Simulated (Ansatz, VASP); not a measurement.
# One calculation of MgO, two programs

```xyz
2
Lattice="0.0000 2.1269 2.1269 2.1269 0.0000 2.1269 2.1269 2.1269 0.0000" Properties=species:S:1:pos:R:3 pbc="T T T"
Mg    0.0000    0.0000    0.0000
O     2.1269    2.1269    2.1269
```

Alike in both runs: functional PBE; k mesh 16 × 16 × 16; occupations fermi-dirac, width 0.05 eV; no spin polarisation.

Ansatz relaxed the structure, and its values are those at the end. VASP's run is a single point on that final structure, the one shown.

```csv
,VASP,Ansatz
version,VASP 6.6.1,Ansatz 0.2.0
potentials or method,"VASP PAW PBE potentials, release 64 (Mg, O)","PAW with Ansatz's default frozen-core files, scalar-relativistic"
plane-wave cutoff (eV),520,420
valence electrons in the cell,8,16
```

VASP gave:

```
pressure (GPa) : -0.7
```

**Question.** Which values does Ansatz return?

**Answer.** Pressure (GPa): 0.0.

VASP's potentials hold 8 valence electrons a cell and Ansatz's 16, so a difference there can come from the potentials and not from the codes.
